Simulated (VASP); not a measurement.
# SiC (Moissanite 3C) (F-43m) in VASP: notebook

SiC (Moissanite 3C) is run at these levels: r2SCAN; tasks: single point.

All numbers are computed with VASP 6.6.1; they aren't measurements. Logs are shortened: lines on timing, memory, paths and dates and some standing lists are left out, and cuts for length are marked.

**Measured values to compare with.**

“Insight into the structural, elastic and electronic properties of a new orthorhombic 6O-SiC polytype”, 2020, pmc:7200658 quotes, for a bulk crystal of SiC: band gap 2.4 eV (indirect).

How close the calculation comes is told below.

## (1) The cell of the first run

Symmetry: F-43m, No. 216, cubic system. Conventional cell: a = 4.356 Å, b = 4.356 Å, c = 4.356 Å, α = 90.00°, β = 90.00°, γ = 90.00°. Si (site symmetry -43m) has 4 C at 1.89 Å within 2.5 Å. C (site symmetry -43m) has 4 Si at 1.89 Å within 2.5 Å.

## (2) Single point, r2SCAN

The input, POSCAR:

```
SiC
1.0
    0.0000000000      2.1781402741      2.1781402741
    2.1781402741      0.0000000000      2.1781402741
    2.1781402741      2.1781402741      0.0000000000
Si C
1 1
Direct
    0.0000000000      0.0000000000      0.0000000000
    0.2500000000      0.2500000000      0.2500000000
```

The input, INCAR.step1:

```
SYSTEM = SiC
PREC     = Accurate       ! precision mode
ENCUT    = 520            ! plane-wave cutoff, eV
ISMEAR   = 0              ! smearing method
SIGMA    = 0.05           ! smearing width, eV
LREAL    = .False.        ! projectors in reciprocal space
LASPH    = .True.         ! aspherical terms in the spheres
NELM     = 80             ! most SCF steps
NBANDS   = 11             ! bands
GGA      = PE             ! functional
ALGO     = Normal         ! electronic algorithm
EDIFF    = 1E-4           ! SCF threshold, eV
LWAVE    = .True.         ! write WAVECAR
LCHARG   = .False.        ! write CHGCAR
```

The input, INCAR.step2:

```
SYSTEM = SiC
PREC     = Accurate       ! precision mode
ENCUT    = 520            ! plane-wave cutoff, eV
EDIFF    = 1E-6           ! SCF threshold, eV
ISMEAR   = 0              ! smearing method
SIGMA    = 0.05           ! smearing width, eV
LREAL    = .False.        ! projectors in reciprocal space
LASPH    = .True.         ! aspherical terms in the spheres
NELM     = 80             ! most SCF steps
ALGO     = Normal         ! electronic algorithm
ISIF     = 2              ! what is computed and relaxed
LWAVE    = .False.        ! write WAVECAR
LCHARG   = .False.        ! write CHGCAR
METAGGA  = R2SCAN         ! meta-GGA
LMIXTAU  = .True.       
NBANDS   = 11             ! bands
ISTART   = 1
```

The input, KPOINTS:

```
Automatic mesh
0
Gamma
  10 10 10
  0 0 0
```

Potentials or basis: VASP PAW PBE potentials, release 64 (Si, C).

Command:

```bash
cat potpaw_PBE.64/Si/POTCAR potpaw_PBE.64/C/POTCAR > POTCAR
cp INCAR.step1 INCAR
mpirun -np 1 vasp_std > vasp.out
cp INCAR.step2 INCAR
mpirun -np 1 vasp_std > vasp.out
```

OUTCAR:

```text
SYSTEM = SiC
   PREC = Accurate
   ENCUT = 520
   EDIFF = 1E-6
   ISMEAR = 0
   LREAL = .False.
   LASPH = .True.
   NELM = 80
   ISIF = 2
   METAGGA = R2SCAN
   ISTART = 1

 ion  position               nearest neighbor table
   1  0.000  0.000  0.000-   2 1.89   2 1.89   2 1.89   2 1.89
   2  0.250  0.250  0.250-   1 1.89   1 1.89   1 1.89   1 1.89

  LATTYP: Found a face centered cubic cell.
 ALAT       =     4.3562805482

  Lattice vectors:

 A1 = (   0.0000000000,   2.1781402741,   2.1781402741)
 A2 = (   2.1781402741,   0.0000000000,   2.1781402741)
 A3 = (   2.1781402741,   2.1781402741,   0.0000000000)

Analysis of symmetry for initial positions (statically):
=====================================================================
 Subroutine PRICEL returns:
 Original cell was already a primitive cell.

 Routine SETGRP: Setting up the symmetry group for a
 face centered cubic supercell.

 Subroutine GETGRP returns: Found 24 space group operations
 (whereof 24 operations were pure point group operations)
 out of a pool of 48 trial point group operations.

The static configuration has the point symmetry T_d .

Analysis of symmetry for dynamics (positions and initial velocities):
=====================================================================
 Subroutine PRICEL returns:
 Original cell was already a primitive cell.

 Routine SETGRP: Setting up the symmetry group for a
 face centered cubic supercell.

 Subroutine GETGRP returns: Found 24 space group operations
 (whereof 24 operations were pure point group operations)
 out of a pool of 48 trial point group operations.

The dynamic configuration has the point symmetry T_d .

 Subroutine INISYM returns: Found 24 space group operations
 (whereof 24 operations are pure point group operations),
 and found     1 'primitive' translations

----------------------------------------------------------------------------------------

                                     Primitive cell

  volume of cell :      20.6675

  direct lattice vectors                    reciprocal lattice vectors
     0.000000000  2.178140274  2.178140274    -0.229553627  0.229553627  0.229553627
     2.178140274  0.000000000  2.178140274     0.229553627 -0.229553627  0.229553627
     2.178140274  2.178140274  0.000000000     0.229553627  0.229553627 -0.229553627

  length of vectors
     3.080355516  3.080355516  3.080355516     0.397598545  0.397598545  0.397598545

  position of ions in fractional coordinates (direct lattice)
     0.000000000  0.000000000  0.000000000
     0.250000000  0.250000000  0.250000000

  ion indices of the primitive-cell ions
   primitive index   ion index
                 1           1
                 2           2

----------------------------------------------------------------------------------------

 KPOINTS: Automatic mesh

Automatic generation of k-mesh.
 Grid dimensions read from file:
 generate k-points for:   10   10   10

 Generating k-lattice:

  Cartesian coordinates                     Fractional coordinates (reciprocal lattice)
    -0.022955363  0.022955363  0.022955363     0.100000000  0.000000000  0.000000000
     0.022955363 -0.022955363  0.022955363     0.000000000  0.100000000  0.000000000
     0.022955363  0.022955363 -0.022955363     0.000000000  0.000000000  0.100000000

  Length of vectors
     0.039759854  0.039759854  0.039759854

  Shift w.r.t. Gamma in fractional coordinates (k-lattice)
     0.000000000  0.000000000  0.000000000

 Subroutine IBZKPT returns following result:
 ===========================================

 Found     47 irreducible k-points:

 Following reciprocal coordinates:
            Coordinates               Weight
  0.000000  0.000000  0.000000      1.000000
  0.100000  0.000000  0.000000      8.000000
  0.200000  0.000000  0.000000      8.000000
  0.300000  0.000000  0.000000      8.000000
  0.400000  0.000000  0.000000      8.000000
  0.500000  0.000000  0.000000      4.000000
[... 16 lines left out ...]
  0.300000  0.300000  0.000000      6.000000
  0.400000  0.300000  0.000000     24.000000
 [... further k-points ...]
   k-points           NKPTS =     47   k-points in BZ     NKDIM =     47   number of bands    NBANDS=     11
   number of dos      NEDOS =    301   number of ions     NIONS =      2
   total plane-waves  NPLWV =  13824
   dimension x,y,z NGX =    24 NGY =   24 NGZ =   24
   dimension x,y,z NGXF=    48 NGYF=   48 NGZF=   48
   ions per type =               1   1
   NGX,Y,Z   is equivalent  to a cutoff of  12.95, 12.95, 12.95 a.u.
   NGXF,Y,Z  is equivalent  to a cutoff of  25.91, 25.91, 25.91 a.u.
 SYSTEM =  SiC
   PREC   = accura    normal or accurate (medium, high low for compatibility)
   ISTART =      1    job   : 0-new  1-cont  2-samecut
   ICHARG =      0    charge: 1-file 2-atom 10-const
   ISPIN  =      1    spin polarized calculation?
   LNONCOLLINEAR =      F non collinear calculations
   LSORBIT =      F    spin-orbit coupling
   LASPH  =      T    aspherical Exc in radial PAW
   ENCUT  =  520.0 eV  38.22 Ry    6.18 a.u.   5.73  5.73  5.73*2*pi/ulx,y,z
   NELM   =     80;   NELMIN=  2; NELMDL=  0     # of ELM steps
   EDIFF  = 0.1E-05   stopping-criterion for ELM
   LREAL  =      F    real-space projection
   EDIFFG = 0.1E-04   stopping-criterion for IOM
   NSW    =      0    number of steps for IOM
   IBRION =     -1    ionic relax: 0-MD 1-quasi-New 2-CG
   NFREE  =      0    steps in history (QN), initial steepest desc. (CG)
   ISIF   =      2    stress and relaxation
   ISYM   =      2    0-nonsym 1-usesym 2-fastsym
   POTIM  = 0.5000    time-step for ionic-motion
   TEBEG  =    0.0;   TEEND  =   0.0 temperature during run
   PSTRESS=    0.0 pullay stress
   NELECT =       8.0000    total number of electrons
   NUPDOWN=      -1.0000    fix difference up-down
   EMIN   =  10.00;   EMAX   =-10.00  energy-range for DOS
   EFERMI =   0.00;   METHOD = LEGACY
   ISMEAR =     0;   SIGMA  =   0.05  broadening in eV -4-tet -1-fermi 0-gaus
   EFERMI_NEDOS =   21; number of points for ismear=-14 and -15
   IALGO  =     38    algorithm
   IMIX   =      4    mixing-type and parameters
     AMIX     =   0.40;   BMIX     =  1.00
     AMIX_MAG =   1.60;   BMIX_MAG =  1.00
  volume/ion in A,a.u.               =      10.33        69.74
  Fermi-wavevector in a.u.,A,eV,Ry     =   1.193097  2.254626 19.367618  1.423480
  Thomas-Fermi vector in A             =   2.329119
   LORBIT       =      0    0 simple, 1 ext, 2 COOP (PROOUT), +10 PAW based schemes
   METAGGA = R2SCAN    functional components
   LHFCALC =     F    Hartree Fock is set to
   AEXX    =    0.0000 exact exchange contribution
   IVDW    =     0    specifies the selected vdW correction
   LEPSILON=     F    determine dielectric tensor
   LRPA    =     F    only Hartree local field effects (RPA)
 non-spin polarized calculation
 Gauss-broadening in eV      SIGMA  =   0.05
  energy-cutoff  :      520.00
  volume of cell :       20.67
 maximum number of plane-waves:       568
   NGX = 11   NGY = 11   NGZ = 11

 number of electron       8.0000001 magnetization

 Free energy of the ion-electron system (eV)
  ---------------------------------------------------
  ext. energy  EPLUGINS =         0.00000000
  ---------------------------------------------------
  free energy    TOTEN  =       -19.32696366 eV

  energy without entropy =      -19.32696366  energy(sigma->0) =      -19.32696366

 E-fermi :   8.2258     XC(G=0): -11.9397

 val. band max:        7.9955265995   @ k =   0.0000   0.0000   0.0000
 cond. band min:       9.7199019676   @ k =   0.5000   0.5000   0.0000
 fundamental gap:      1.7243753681
 Fermi energy:         8.2258131028

 k-point     1 :       0.0000    0.0000    0.0000
  band No.  band energies     occupation
      1      -8.1935      2.00000
      2       7.9955      2.00000
      3       7.9955      2.00000
      4       7.9955      2.00000
      5      14.8445      0.00000
      6      15.8532      0.00000
      7      15.8532      0.00000
      8      15.8532      0.00000
      9      23.2113      0.00000
     10      23.2113      0.00000
     11      25.7788      0.00000

 k-point     2 :       0.1000    0.0000    0.0000
  band No.  band energies     occupation
      1      -7.9909      2.00000
      2       6.9466      2.00000
      3       7.8556      2.00000
      4       7.8556      2.00000
      5      15.0956      0.00000
      6      16.1121      0.00000
      7      16.1121      0.00000
      8      16.1992      0.00000
      9      22.2745      0.00000
     10      22.2745      0.00000
     11      25.3976      0.00000

 k-point     3 :       0.2000    0.0000    0.0000
  band No.  band energies     occupation
      1      -7.3931      2.00000
      2       4.7364      2.00000
      3       7.5337      2.00000
      4       7.5337      2.00000
      5      14.7841      0.00000
      6      16.4923      0.00000
      7      16.4923      0.00000
      8      17.5468      0.00000
      9      21.6107      0.00000
     10      21.6107      0.00000
     11      24.4481      0.00000

 k-point     4 :       0.3000    0.0000    0.0000
  band No.  band energies     occupation
      1      -6.4412      2.00000
      2       2.3304      2.00000
      3       7.2008      2.00000
      4       7.2008      2.00000
      5      14.3685      0.00000
      6      16.3360      0.00000
      7      16.3360      0.00000
      8      18.6224      0.00000
      9      22.5155      0.00000
     10      22.5155      0.00000
     11      24.1964      0.00000
[... 239 lines left out ...]
 k-point    22 :      -0.2000    0.2000    0.0000
  band No.  band energies     occupation
      1      -6.1212      2.00000
      2       2.9781      2.00000
      3       4.6699      2.00000
      4       7.3146      2.00000
      5      15.1529      0.00000
      6      16.6771      0.00000
      7      16.9916      0.00000
      8      17.9082      0.00000
      9      20.1921      0.00000
     10      24.4987      0.00000
     11      28.2594      0.00000

 k-point    23 :       0.3000    0.3000    0.0000
  band No.  band energies     occupation
      1      -5.8447      2.00000
      2       3.4268      2.00000
      3       5.5235      2.00000
      4       5.5235      2.00000
      5      11.6147      0.00000
      6      14.1462      0.00000
      7      20.3943      0.00000
      8      20.3943      0.00000
      9      21.3720      0.00000
     10      25.9674      0.00000
     11      30.9232      0.00000

 k-point    24 :       0.4000    0.3000    0.0000
  band No.  band energies     occupation
      1      -4.9562      2.00000
      2       2.1584      2.00000
      3       4.7217      2.00000
      4       5.2477      2.00000
      5      11.2937      0.00000
      6      14.1618      0.00000
      7      20.5072      0.00000
      8      20.8102      0.00000
      9      22.8533      0.00000
     10      27.0922      0.00000
     11      30.5094      0.00000

 [... further k-points ...]

------------------------ aborting loop because EDIFF is reached ----------------------------------------

  FORCE on cell =-STRESS in cart. coord.  units (eV):
  Direction    XX          YY          ZZ          XY          YZ          ZX
  --------------------------------------------------------------------------------------
  -------------------------------------------------------------------------------------
  Total       -0.0210669     -0.0210669     -0.0210669     -0.0000000      0.0000000     -0.0000000
  in kB       -1.6331424     -1.6331424     -1.6331424     -0.0000000      0.0000000     -0.0000000
  external PRESSURE =      -1.6331424 kB  Pullay stress =       0.0000000 kB

 VOLUME and BASIS-vectors are now :
 -----------------------------------------------------------------------------
  energy-cutoff  :      520.00
  volume of cell :       20.67
      direct lattice vectors                 reciprocal lattice vectors
     0.000000000  2.178140274  2.178140274    -0.229553627  0.229553627  0.229553627
     2.178140274  0.000000000  2.178140274     0.229553627 -0.229553627  0.229553627
     2.178140274  2.178140274  0.000000000     0.229553627  0.229553627 -0.229553627

 POSITION                                       TOTAL-FORCE (eV/Angst)
 -----------------------------------------------------------------------------------
      0.00000      0.00000      0.00000        -0.000000     -0.000000     -0.000000
      1.08907      1.08907      1.08907         0.000000      0.000000      0.000000
 -----------------------------------------------------------------------------------
    total drift:                               -0.000001     -0.000001     -0.000001

  FREE ENERGIE OF THE ION-ELECTRON SYSTEM (eV)
  ---------------------------------------------------
  free  energy   TOTEN  =       -19.3269636644 eV

  energy  without entropy=      -19.3269636644  energy(sigma->0) =      -19.32696366
```

It took 12 s on 1 thread of Intel Xeon 6975P-C (Granite Rapids), shared host; peak memory 0.14 GiB.

What came out:

```
Free energy            : -19.3270 eV
Pressure               : -0.2 GPa
Band gap on the k mesh : 1.72 eV, indirect (least direct gap 5.06 eV)
```

Caveat: the PAW data sets were made with another functional, which shifts forces and pressure a little.

## (3) Single point, r2SCAN (volume scaled by 1.040)

The input, POSCAR:

```
SiC
1.0
    0.0000000000      2.2068033015      2.2068033015
    2.2068033015      0.0000000000      2.2068033015
    2.2068033015      2.2068033015      0.0000000000
Si C
1 1
Direct
    0.0000000000      0.0000000000      0.0000000000
    0.2500000000      0.2500000000      0.2500000000
```

The input, INCAR.step1:

```
SYSTEM = SiC
ALGO = Normal
EDIFF = 1E-4
ENCUT = 520
GGA = PE
ISMEAR = 0
LASPH = .TRUE.
LCHARG = .FALSE.
LREAL = .FALSE.
LWAVE = .TRUE.
NBANDS = 11
NELM = 100
PREC = Accurate
SIGMA = 0.05
```

The input, INCAR.step2:

```
SYSTEM = SiC
ALGO = Normal
EDIFF = 1E-6
ENCUT = 520
ISIF = 2
ISMEAR = 0
ISTART = 1
LASPH = .TRUE.
LCHARG = .FALSE.
LMIXTAU = .TRUE.
LREAL = .FALSE.
LWAVE = .FALSE.
METAGGA = R2SCAN
NBANDS = 11
NELM = 100
PREC = Accurate
SIGMA = 0.05
```

The input, KPOINTS:

```
k-points
0
G
  10 10 10
  0 0 0
```

Potentials or basis: VASP PAW PBE potentials, release 64 (Si, C).

Command:

```bash
cat potpaw_PBE.64/Si/POTCAR potpaw_PBE.64/C/POTCAR > POTCAR
cp INCAR.step1 INCAR
mpirun -np 1 vasp_std > vasp.out
cp INCAR.step2 INCAR
mpirun -np 1 vasp_std > vasp.out
```

It took 12 s on 1 thread of Intel Xeon 6975P-C (Granite Rapids), shared host; peak memory 0.14 GiB.

The run converged. Its results:

* Free energy: -19.3044 eV
* Pressure: -8.4 GPa
* Band gap on the k mesh: 1.75 eV, indirect (least direct gap 5.01 eV)

Levels at points of the mesh, in eV from the valence-band top:
| k point | band 2 | band 3 | band 4 | band 5 | band 6 | band 7 |
| --- | --- | --- | --- | --- | --- | --- |
| (0.00, 0.00, 0.00) | 0.00 | 0.00 | 0.00 | 6.36 | 7.57 | 7.57 |
| (0.50, 0.00, 0.00) | -8.61 | -1.10 | -1.10 | 5.63 | 7.58 | 7.58 |
| (0.50, 0.50, 0.00) | -7.93 | -3.26 | -3.26 | 1.75 | 4.67 | 14.66 |

Caveat: the PAW data sets were made with another functional, which shifts forces and pressure a little. A k mesh can miss the band edges.

## (4) How close it comes

Step 2. Measured gap of SiC: 2.4 eV (indirect; quoted in “Insight into the structural, elastic and electronic properties of a new orthorhombic 6O-SiC polytype”, 2020, pmc:7200658). This calculation gives 1.72 eV (-0.68 eV). The value is that of r2SCAN on a finite k mesh, which can miss the band edges, without temperature or zero-point motion.
